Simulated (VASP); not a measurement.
# Al2Ru (Fddd) in VASP: a series of runs

Runs on Al2Ru. Level: r2SCAN. Tasks: single point.

Everything below comes from runs of VASP 6.6.1. Logs are shortened: lines on timing, memory, paths and dates and some standing lists are left out, and cuts for length are marked.

### Step 1. The cell of the first run

Symmetry: Fddd, No. 70, orthorhombic system. Conventional cell: a = 4.560 Å, b = 7.730 Å, c = 9.359 Å, α = 90.00°, β = 90.00°, γ = 90.00°. Al (site symmetry 2) has 5 Ru at 2.54 to 2.67 Å and 9 Al at 2.59 to 3.24 Å within 3.4 Å. Ru (site symmetry 222) has 10 Al at 2.54 to 2.67 Å and 4 Ru at 3.24 Å within 3.4 Å.

### Step 2. Single point, r2SCAN

Contents of POSCAR:

```
Al2Ru
1.0
    0.0000000000      3.8647523439      4.6795439075
    2.2797703423      0.0000000000      4.6795439075
    2.2797703423      3.8647523439      0.0000000000
Al Ru
4 2
Direct
    0.0790459566      0.4209540434      0.0790459566
    0.4209540434      0.0790459566      0.4209540434
    0.1709540434      0.8290459566      0.1709540434
    0.8290459566      0.1709540434      0.8290459566
    0.7500000000      0.7500000000      0.7500000000
    0.5000000000      0.5000000000      0.5000000000
```

Contents of INCAR.step1:

```
SYSTEM = Al2Ru
  PREC = Accurate
  ENCUT = 520
  ISMEAR = 0
  SIGMA = 0.03
  LREAL = .False.
  LASPH = .True.
  NELM = 80
  NBANDS = 29
  GGA = PE
  ALGO = Normal
  EDIFF = 1E-4
  LWAVE = .True.
  LCHARG = .False.
```

Contents of INCAR.step2:

```
SYSTEM = Al2Ru
  PREC = Accurate
  ENCUT = 520
  EDIFF = 1E-6
  ISMEAR = 0
  SIGMA = 0.03
  LREAL = .False.
  LASPH = .True.
  NELM = 80
  ALGO = Normal
  ISIF = 2
  LWAVE = .False.
  LCHARG = .False.
  METAGGA = R2SCAN
  LMIXTAU = .True.
  NBANDS = 29
  ISTART = 1
```

Contents of KPOINTS:

```
Automatic mesh
0
Gamma
  10 10 10
  0 0 0
```

Potentials or basis: VASP PAW PBE potentials, release 64 (Al, Ru_pv).

The run is started by

```sh
cat potpaw_PBE.64/Al/POTCAR potpaw_PBE.64/Ru_pv/POTCAR > POTCAR
cp INCAR.step1 INCAR
mpirun -np 1 vasp_std > vasp.out
cp INCAR.step2 INCAR
mpirun -np 1 vasp_std > vasp.out
```

OUTCAR:

```text
SYSTEM = Al2Ru
   PREC = Accurate
   ENCUT = 520
   EDIFF = 1E-6
   ISMEAR = 0
   LREAL = .False.
   LASPH = .True.
   NELM = 80
   ISIF = 2
   METAGGA = R2SCAN
   ISTART = 1

 ion  position               nearest neighbor table
   1  0.079  0.421  0.079-   5 2.54   2 2.59   2 2.59   5 2.64   5 2.64   2 2.64   6 2.67   6 2.67
                             3 2.70   3 2.70   4 3.24   4 3.24   4 3.24   4 3.24
   2  0.421  0.079  0.421-   5 2.54   1 2.59   1 2.59   5 2.64   5 2.64   1 2.64   6 2.67   6 2.67
                             4 2.70   4 2.70   3 3.24   3 3.24   3 3.24   3 3.24
   3  0.171  0.829  0.171-   6 2.54   4 2.59   4 2.59   6 2.64   6 2.64   4 2.64   5 2.67   5 2.67
                             1 2.70   1 2.70   2 3.24   2 3.24   2 3.24   2 3.24
   4  0.829  0.171  0.829-   6 2.54   3 2.59   3 2.59   6 2.64   6 2.64   3 2.64   5 2.67   5 2.67
                             2 2.70   2 2.70   1 3.24   1 3.24   1 3.24   1 3.24
   5  0.750  0.750  0.750-   1 2.54   2 2.54   2 2.64   2 2.64   1 2.64   1 2.64   3 2.67   4 2.67
                             4 2.67   3 2.67   6 3.24   6 3.24   6 3.24   6 3.24
   6  0.500  0.500  0.500-   3 2.54   4 2.54   3 2.64   3 2.64   4 2.64   4 2.64   2 2.67   1 2.67
                             1 2.67   2 2.67   5 3.24   5 3.24   5 3.24   5 3.24

  LATTYP: Found a face centered orthorhombic cell.
 ALAT       =     4.5595406846
 B/A-ratio  =     1.6952375738
 C/A-ratio  =     2.0526382946

  Lattice vectors:

 A1 = (   0.0000000000,   3.8647523439,   4.6795439075)
 A2 = (   2.2797703423,   0.0000000000,   4.6795439075)
 A3 = (   2.2797703423,   3.8647523439,   0.0000000000)

Analysis of symmetry for initial positions (statically):
=====================================================================
 Subroutine PRICEL returns:
 Original cell was already a primitive cell.

 Routine SETGRP: Setting up the symmetry group for a
 face centered orthorhombic supercell.

 Subroutine GETGRP returns: Found  8 space group operations
 (whereof  4 operations were pure point group operations)
 out of a pool of  8 trial point group operations.

The static configuration has the point symmetry D_2 .
 The point group associated with its full space group is D_2h.

Analysis of symmetry for dynamics (positions and initial velocities):
=====================================================================
 Subroutine PRICEL returns:
 Original cell was already a primitive cell.

 Routine SETGRP: Setting up the symmetry group for a
 face centered orthorhombic supercell.

 Subroutine GETGRP returns: Found  8 space group operations
 (whereof  4 operations were pure point group operations)
 out of a pool of  8 trial point group operations.

The dynamic configuration has the point symmetry D_2 .
 The point group associated with its full space group is D_2h.

 Subroutine INISYM returns: Found  8 space group operations
 (whereof  4 operations are pure point group operations),
 and found     1 'primitive' translations

----------------------------------------------------------------------------------------

                                     Primitive cell

  volume of cell :      82.4606

  direct lattice vectors                    reciprocal lattice vectors
     0.000000000  3.864752344  4.679543908    -0.219320337  0.129374396  0.106848020
     2.279770342  0.000000000  4.679543908     0.219320337 -0.129374396  0.106848020
     2.279770342  3.864752344  0.000000000     0.219320337  0.129374396 -0.106848020

  length of vectors
     6.069138478  5.205332266  4.487055103     0.276144245  0.276144245  0.276144245

  position of ions in fractional coordinates (direct lattice)
     0.079045957  0.420954043  0.079045957
     0.420954043  0.079045957  0.420954043
     0.170954043  0.829045957  0.170954043
     0.829045957  0.170954043  0.829045957
     0.750000000  0.750000000  0.750000000
     0.500000000  0.500000000  0.500000000

  ion indices of the primitive-cell ions
   primitive index   ion index
                 1           1
                 2           2
                 3           3
                 4           4
                 5           5
                 6           6

----------------------------------------------------------------------------------------

 KPOINTS: Automatic mesh

Automatic generation of k-mesh.
 Grid dimensions read from file:
 generate k-points for:   10   10   10

 Generating k-lattice:

  Cartesian coordinates                     Fractional coordinates (reciprocal lattice)
    -0.021932034  0.012937440  0.010684802     0.100000000  0.000000000  0.000000000
     0.021932034 -0.012937440  0.010684802     0.000000000  0.100000000 -0.000000000
     0.021932034  0.012937440 -0.010684802     0.000000000 -0.000000000  0.100000000

  Length of vectors
     0.027614424  0.027614424  0.027614424

  Shift w.r.t. Gamma in fractional coordinates (k-lattice)
     0.000000000  0.000000000  0.000000000

 Subroutine IBZKPT returns following result:
 ===========================================

 Found    171 irreducible k-points:

 Following reciprocal coordinates:
            Coordinates               Weight
  0.000000  0.000000  0.000000      1.000000
  0.100000  0.000000 -0.000000      8.000000
  0.200000  0.000000 -0.000000      8.000000
  0.300000  0.000000  0.000000      8.000000
  0.400000 -0.000000 -0.000000      8.000000
  0.500000 -0.000000 -0.000000      4.000000
[... 16 lines left out ...]
  0.300000  0.300000  0.000000      2.000000
  0.400000  0.300000 -0.000000      8.000000
 [... further k-points ...]
   k-points           NKPTS =    171   k-points in BZ     NKDIM =    171   number of bands    NBANDS=     29
   number of dos      NEDOS =    301   number of ions     NIONS =      6
   total plane-waves  NPLWV =  69120
   dimension x,y,z NGX =    48 NGY =   40 NGZ =   36
   dimension x,y,z NGXF=    96 NGYF=   80 NGZF=   72
   ions per type =               4   2
   NGX,Y,Z   is equivalent  to a cutoff of  13.15, 12.78, 13.34 a.u.
   NGXF,Y,Z  is equivalent  to a cutoff of  26.30, 25.55, 26.68 a.u.
 SYSTEM =  Al2Ru
   PREC   = accura    normal or accurate (medium, high low for compatibility)
   ISTART =      1    job   : 0-new  1-cont  2-samecut
   ICHARG =      0    charge: 1-file 2-atom 10-const
   ISPIN  =      1    spin polarized calculation?
   LNONCOLLINEAR =      F non collinear calculations
   LSORBIT =      F    spin-orbit coupling
   LASPH  =      T    aspherical Exc in radial PAW
   ENCUT  =  520.0 eV  38.22 Ry    6.18 a.u.  11.28  9.68  8.34*2*pi/ulx,y,z
   NELM   =     80;   NELMIN=  2; NELMDL=  0     # of ELM steps
   EDIFF  = 0.1E-05   stopping-criterion for ELM
   LREAL  =      F    real-space projection
   EDIFFG = 0.1E-04   stopping-criterion for IOM
   NSW    =      0    number of steps for IOM
   IBRION =     -1    ionic relax: 0-MD 1-quasi-New 2-CG
   NFREE  =      0    steps in history (QN), initial steepest desc. (CG)
   ISIF   =      2    stress and relaxation
   ISYM   =      2    0-nonsym 1-usesym 2-fastsym
   POTIM  = 0.5000    time-step for ionic-motion
   TEBEG  =    0.0;   TEEND  =   0.0 temperature during run
   PSTRESS=    0.0 pullay stress
   NELECT =      40.0000    total number of electrons
   NUPDOWN=      -1.0000    fix difference up-down
   EMIN   =  10.00;   EMAX   =-10.00  energy-range for DOS
   EFERMI =   0.00;   METHOD = LEGACY
   ISMEAR =     0;   SIGMA  =   0.03  broadening in eV -4-tet -1-fermi 0-gaus
   EFERMI_NEDOS =   21; number of points for ismear=-14 and -15
   IALGO  =     38    algorithm
   IMIX   =      4    mixing-type and parameters
     AMIX     =   0.40;   BMIX     =  1.00
     AMIX_MAG =   1.60;   BMIX_MAG =  1.00
  volume/ion in A,a.u.               =      13.74        92.75
  Fermi-wavevector in a.u.,A,eV,Ry     =   1.286311  2.430776 22.512153  1.654597
  Thomas-Fermi vector in A             =   2.418393
   LORBIT       =      0    0 simple, 1 ext, 2 COOP (PROOUT), +10 PAW based schemes
   METAGGA = R2SCAN    functional components
   LHFCALC =     F    Hartree Fock is set to
   AEXX    =    0.0000 exact exchange contribution
   IVDW    =     0    specifies the selected vdW correction
   LEPSILON=     F    determine dielectric tensor
   LRPA    =     F    only Hartree local field effects (RPA)
 non-spin polarized calculation
 Gauss-broadening in eV      SIGMA  =   0.03
  energy-cutoff  :      520.00
  volume of cell :       82.46
 maximum number of plane-waves:      2249
 NGX is ok and might be reduce to    48

 number of electron      40.0000003 magnetization

 Free energy of the ion-electron system (eV)
  ---------------------------------------------------
  ext. energy  EPLUGINS =         0.00000000
  ---------------------------------------------------
  free energy    TOTEN  =       -82.02981258 eV

  energy without entropy =      -82.02968430  energy(sigma->0) =      -82.02974844

 E-fermi :  10.7289     XC(G=0): -12.8377

 val. band max:       10.7224718643   @ k =  -0.1000   0.3000   0.2000
 cond. band min:      10.7494506169   @ k =   0.1000   0.0000   0.1000
 fundamental gap:      0.0269787526
 Fermi energy:        10.7288664950

 k-point     1 :       0.0000    0.0000    0.0000
  band No.  band energies     occupation
      1     -33.5021      2.00000
      2     -33.4279      2.00000
      3     -33.4124      2.00000
      4     -33.3722      2.00000
      5     -33.3375      2.00000
      6     -33.3293      2.00000
[... 21 lines left out ...]
     28      14.6542      0.00000
     29      15.6905      0.00000

 k-point     2 :       0.1000    0.0000   -0.0000
  band No.  band energies     occupation
      1     -33.5009      2.00000
      2     -33.4300      2.00000
      3     -33.4115      2.00000
      4     -33.3733      2.00000
      5     -33.3370      2.00000
      6     -33.3295      2.00000
[... 696 lines left out ...]
 k-point    24 :       0.4000    0.3000   -0.0000
  band No.  band energies     occupation
      1     -33.4786      2.00000
      2     -33.4397      2.00000
      3     -33.4155      2.00000
      4     -33.3928      2.00000
      5     -33.3293      2.00000
      6     -33.3276      2.00000
[... 21 lines left out ...]
     28      16.1048      0.00000
     29      16.2858      0.00000

 [... further k-points ...]

------------------------ aborting loop because EDIFF is reached ----------------------------------------

  FORCE on cell =-STRESS in cart. coord.  units (eV):
  Direction    XX          YY          ZZ          XY          YZ          ZX
  --------------------------------------------------------------------------------------
  -------------------------------------------------------------------------------------
  Total        5.2887179      4.8284402     -8.5351161      0.0000000      0.0000000      0.0000000
  in kB      102.7577753     93.8147556   -165.8340562      0.0000000      0.0000000      0.0000000
  external PRESSURE =      10.2461583 kB  Pullay stress =       0.0000000 kB

 VOLUME and BASIS-vectors are now :
 -----------------------------------------------------------------------------
  energy-cutoff  :      520.00
  volume of cell :       82.46
      direct lattice vectors                 reciprocal lattice vectors
     0.000000000  3.864752344  4.679543908    -0.219320337  0.129374396  0.106848020
     2.279770342  0.000000000  4.679543908     0.219320337 -0.129374396  0.106848020
     2.279770342  3.864752344  0.000000000     0.219320337  0.129374396 -0.106848020

 POSITION                                       TOTAL-FORCE (eV/Angst)
 -----------------------------------------------------------------------------------
      1.13989      0.61099      2.33977         0.000000      0.286060      0.000000
      1.13989      3.25377      2.33977         0.000000     -0.286060      0.000000
      2.27977      1.32139      4.67954        -0.000000     -0.286060      0.000000
      2.27977      6.40811      4.67954        -0.000000      0.286060      0.000000
      3.41966      5.79713      7.01932        -0.000000      0.000000      0.000000
      2.27977      3.86475      4.67954         0.000000      0.000000      0.000000
 -----------------------------------------------------------------------------------
    total drift:                               -0.000000     -0.000000     -0.000000

  FREE ENERGIE OF THE ION-ELECTRON SYSTEM (eV)
  ---------------------------------------------------
  free  energy   TOTEN  =       -82.0298125820 eV

  energy  without entropy=      -82.0296843004  energy(sigma->0) =      -82.02974844
```

It took 15 min on 1 thread of Intel Xeon 6975P-C (Granite Rapids), shared host; peak memory 0.51 GiB.

Results:

- Free energy: -82.0298 eV
- Pressure: 1.0 GPa
- Largest force: 0.286 eV/Å
- Band gap on the k mesh: zero (bands 20 and 21 overlap by 0.44 eV)

Forces on the atoms (eV/Å):
```
Al   0.000  0.286  0.000
Al   0.000 -0.286  0.000
Al   0.000 -0.286  0.000
Al   0.000  0.286  0.000
Ru   0.000  0.000  0.000
Ru   0.000  0.000  0.000
```

Caveat: the stress differs along the axes, from -17 to 10 GPa; the PAW data sets were made with another functional, which shifts forces and pressure a little.

### Step 3. Single point, r2SCAN

This run uses another cell than the first one, of the same volume but with other edges.

POSCAR: that of step 2 with these lines changed.

```diff
@@ -2,5 +2,5 @@
 1.0
-    0.0000000000      3.8647523439      4.6795439075
-    2.2797703423      0.0000000000      4.6795439075
-    2.2797703423      3.8647523439      0.0000000000
+    0.0000000000      3.7542698205      4.9590204642
+    2.2145980472      0.0000000000      4.9590204642
+    2.2145980472      3.7542698205      0.0000000000
 Al Ru
```

INCAR.step1 is that of step 2.

INCAR.step2: that of step 2 with these lines changed.

```diff
@@ -12,5 +12,7 @@
   LWAVE = .False.
-  LCHARG = .False.
+  LCHARG = .True.
   METAGGA = R2SCAN
   LMIXTAU = .True.
+  LELF = .True.
+  LVHAR = .True.
   NBANDS = 29
```

KPOINTS is that of step 2.

Potentials or basis: VASP PAW PBE potentials, release 64 (Al, Ru_pv).

The run is started by

```sh
cat potpaw_PBE.64/Al/POTCAR potpaw_PBE.64/Ru_pv/POTCAR > POTCAR
cp INCAR.step1 INCAR
mpirun -np 1 vasp_std > vasp.out
cp INCAR.step2 INCAR
mpirun -np 1 vasp_std > vasp.out
```

Wall time 21 min (1 thread of Intel Xeon Platinum 8375C at 2.90GHz (Ice Lake), shared host); peak memory 0.49 GiB.

It converged, with:

```yaml
Free_energy: -80.9276 eV
Pressure: 6.3 GPa
Largest_force: 0.513 eV/Å
Band_gap_on_the_k_mesh: zero (bands 20 and 21 overlap by 0.97 eV)
```

Forces in eV/Å, atoms in the order of the input:
```
Al   0.000  0.513  0.000
Al   0.000 -0.513  0.000
Al   0.000 -0.513  0.000
Al   0.000  0.513  0.000
Ru   0.000  0.000  0.000
Ru   0.000  0.000  0.000
```

Stress tensor (GPa, compression positive):
```
 22.86   0.00   0.00
  0.00  20.88   0.00
  0.00   0.00 -24.76
```

Levels at points of the mesh, in eV from the Fermi level:
| k point | band 16 | band 17 | band 18 | band 19 | band 20 | band 21 | band 22 | band 23 | band 24 | band 25 |
| --- | --- | --- | --- | --- | --- | --- | --- | --- | --- | --- |
| (0.00, 0.00, 0.00) | -3.03 | -2.03 | -1.76 | -0.01 | 0.75 | 0.95 | 2.38 | 3.23 | 3.59 | 3.61 |
| (0.50, 0.00, 0.00) | -2.81 | -2.57 | -2.34 | -1.62 | -1.34 | 0.07 | 0.30 | 2.13 | 2.54 | 4.68 |
| (0.50, 0.50, 0.00) | -2.64 | -1.92 | -1.92 | -0.24 | -0.24 | 2.77 | 2.77 | 3.14 | 3.14 | 3.71 |
| (0.50, 0.00, 0.50) | -2.85 | -2.64 | -2.64 | -2.08 | -2.08 | 1.03 | 1.03 | 1.47 | 1.47 | 4.03 |
| (0.00, 0.50, 0.50) | -3.00 | -2.77 | -2.77 | -1.82 | -1.82 | 0.32 | 0.32 | 3.94 | 3.94 | 5.07 |

Caveat: the stress differs along the axes, from -25 to 23 GPa; the PAW data sets were made with another functional, which shifts forces and pressure a little.

The gap in the log of VASP goes by the Fermi energy; the results here count the filled bands.